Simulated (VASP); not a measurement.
Wanted: the native input for a VASP 6.6.1 run.

| Property | Result |
| --- | --- |
| Task | single point |
| Functional | LDA |
| Potentials or basis | VASP PAW LDA potentials, release 64 (P) |
| Cutoff | 520 eV |
| k mesh | 18 × 18 × 18 |
| Occupations | gaussian, width 0.15 eV |
| Spin | no spin polarisation |
| Dipole correction | no |
| Further INCAR settings | ALGO = Normal; EDIFF = 1e-06; NBANDS = 12 |

The structure of P lies in POSCAR:

```
P
1.0
    1.8217914528      1.0518117857      2.8083154336
   -1.8217914528      1.0518117857      2.8083154336
    0.0000000000     -2.1036235713      2.8083154336
P
2
Direct
    0.2270802500      0.2270802500      0.2270802500
    0.7729197500      0.7729197500      0.7729197500
```

This cell differs from its parent crystal: ratio of the length along z to the lengths across it x 0.85, volume and fractional coordinates fixed.

The input as run:

INCAR

```
SYSTEM = P
PREC     = Accurate       ! precision mode
ENCUT    = 520            ! plane-wave cutoff, eV
EDIFF    = 1E-6           ! SCF threshold, eV
ISMEAR   = 0              ! smearing method
SIGMA    = 0.15           ! smearing width, eV
LREAL    = .False.        ! projectors in reciprocal space
LASPH    = .True.         ! aspherical terms in the spheres
NELM     = 100            ! most SCF steps
ALGO     = Normal         ! electronic algorithm
ISIF     = 2              ! what is computed and relaxed
LWAVE    = .False.        ! write WAVECAR
LCHARG   = .False.        ! write CHGCAR
GGA      = CA             ! functional
NBANDS   = 12             ! bands
```

KPOINTS

```
regular mesh
0
Gamma
  18 18 18
  0 0 0
```

Potentials or basis: VASP PAW LDA potentials, release 64 (P).

Run with:

```bash
$ cat potpaw_LDA.64/P/POTCAR > POTCAR
$ mpirun -np 1 vasp_std > vasp.out
```

Results of the run:

```json
{
 "Pressure": "-6.9 GPa",
 "Largest force": "0.490 eV/Å",
 "Band gap on the k mesh": "zero (band 5 reaches 8.76 eV, above the bottom of band 6 at 7.67 eV)"
}
```

Wall time 2.8 min on 1 thread of Oxide Virtual Turin-like Processor, with other jobs on the host, peak memory 0.24 GiB.
